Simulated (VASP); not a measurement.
SiO2 (fluorite type):

```
Si O
1.0
     0.00000    2.55533    2.55533
     2.55533    0.00000    2.55533
     2.55533    2.55533    0.00000
Si O
1 2
Direct
  0.00000 0.00000 0.00000
  0.25000 0.25000 0.25000
  0.75000 0.75000 0.75000
```

```yaml
Program: VASP 6.6.1
Task: relaxation of cell and atoms
Functional: PBE
Potentials_or_basis: VASP PAW PBE potentials, release 64 (Si, O)
Cutoff: 600 eV
k_mesh: 12 × 12 × 12
Occupations: fermi-dirac, width 0.05 eV
Spin: no spin polarisation
```

At the start: pressure -40.9 GPa; volume 11.12 Å³/atom.

Where does the relaxation end?

Over 6 steps the energy falls by 545.2 meV/atom and the volume is 8.01 Å³/atom (-28.0 %); space group Fm-3m (No. 225, to 0.05 Å).

Step by step:
```
step  energy change (eV)  largest force (eV/Å)  pressure (GPa)  volume (Å³)
   1              0.0000                0.0000          -40.88        33.37
   2             -1.3506                0.0000           39.11        21.45
   3             -1.6357                0.0000           -0.43        24.08
   4             -1.6351                0.0000            1.43        23.91
   5             -1.6353                0.0000           -1.17        24.15
   6             -1.6357                0.0000           -0.03        24.04
```

Final structure:
```cif
data_structure
_symmetry_space_group_name_H-M 'P 1'
_symmetry_Int_Tables_number 1
_cell_length_a 3.2395
_cell_length_b 3.2395
_cell_length_c 3.2395
_cell_angle_alpha 60.000
_cell_angle_beta 60.000
_cell_angle_gamma 60.000
_cell_volume 24.04
loop_
_atom_site_label
_atom_site_type_symbol
_atom_site_fract_x
_atom_site_fract_y
_atom_site_fract_z
_atom_site_occupancy
Si1 Si 0.00000 0.00000 0.00000 1
O1 O 0.25000 0.25000 0.25000 1
O2 O 0.75000 0.75000 0.75000 1
```

Caveat: the volume moved by over 15 % at a fixed basis, so the end points are rough.
